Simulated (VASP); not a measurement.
Wanted: the native input for a VASP 6.6.1 run.

```yaml
Task: electric field gradients
Functional: PBE
Potentials_or_basis: VASP PAW PBE potentials, release 64 (Mg, S)
Cutoff: 520 eV
k_mesh: 13 × 13 × 13
Occupations: fermi-dirac, width 0.05 eV
Spin: no spin polarisation
Dipole_correction: no
Further_INCAR_settings: ALGO = Normal; EDIFF = 1e-08; NBANDS = 11
```

The structure of MgS (zincblende type) lies in POSCAR:

```
MgS
1.0
    0.0000000000      2.8000877089      2.8000877089
    2.8000877089      0.0000000000      2.8000877089
    2.8000877089      2.8000877089      0.0000000000
Mg S
1 1
Direct
    0.0000000000      0.0000000000      0.0000000000
    0.2500000000      0.2500000000      0.2500000000
```

This cell differs from its parent crystal: volume scaled by 0.95.

The input as run:

INCAR

```
PREC     = Accurate       # precision mode
ENCUT    = 520            # plane-wave cutoff, eV
EDIFF    = 1E-8           # SCF threshold, eV
ISMEAR   = -1             # smearing method
SIGMA    = 0.05           # smearing width, eV
LREAL    = False          # projectors in reciprocal space
LASPH    = True           # aspherical terms in the spheres
NELM     = 100            # most SCF steps
ALGO     = Normal         # electronic algorithm
ISIF     = 2              # what is computed and relaxed
LWAVE    = False          # write WAVECAR
LCHARG   = False          # write CHGCAR
GGA      = PE             # functional
LEFG     = True         
NBANDS   = 11             # bands
```

KPOINTS

```
Automatic mesh
0
Gamma
  13 13 13
```

Potentials or basis: VASP PAW PBE potentials, release 64 (Mg, S).

The run is started by

```bash
$ cat potpaw_PBE.64/Mg/POTCAR potpaw_PBE.64/S/POTCAR > POTCAR
$ mpirun -np 1 vasp_std > vasp.out
```

It gave:

```json
{
  "Pressure": "3.0 GPa",
  "Band gap on the k mesh": "3.62 eV, direct"
}
```

Caveat: without QUAD_EFG the Cq values of the log hold for a quadrupole moment of 1 mb, not for the nuclei.

Wall time 41 s on 1 thread of Intel(R) Xeon(R) Platinum 8259CL CPU @ 2.50GHz (Skylake/Cascade Lake), with other jobs on the host, peak memory 0.19 GiB.
